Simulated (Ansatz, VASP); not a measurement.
Sc in VASP and in Ansatz

```
Sc
1.0
     3.17645    0.00000    0.00000
    -1.58822    2.98012    0.00000
     0.00000    0.00000    5.26800
Sc
2
Direct
  0.33333 0.66667 0.25000
  0.66667 0.33333 0.75000
```

Change from the starting cell: strain -0.0400 x Voigt [1, -1, 0, 0, 0, 0], atoms carried along.

Alike in both runs: task single point; functional PBEsol; k mesh 18 × 18 × 10; occupations gaussian, width 0.15 eV; no spin polarisation.

```csv
,VASP,Ansatz
version,VASP 6.6.1,Ansatz 0.2.0
potentials or method,"VASP PAW PBE potentials, release 64 (Sc_sv), cutoff 520 eV","scalar-relativistic, plane waves, PAW"
valence electrons in the cell,22,22
```

|  | VASP | Ansatz | Ansatz less VASP |
| --- | --- | --- | --- |
| gap on the k mesh at the Fermi level (eV) | none | none | - |
| pressure (GPa) | -2.6 | -2.6 | 0.00 |
| traceless stress, the component that is largest in VASP (GPa) | 3.45 | 3.45 | -0.001 |
| rms of the force components (eV/Å) | 0.068 | 0.068 | +0.0003 |

VASP's potentials were made for PBE, not for PBEsol. Atom by atom the forces differ by 0.000 eV/Å (rms over components). A gap of «none» marks a metal or a gap that the smearing closes. The functional is the same, so the differences come from potentials, cutoffs and numerics.
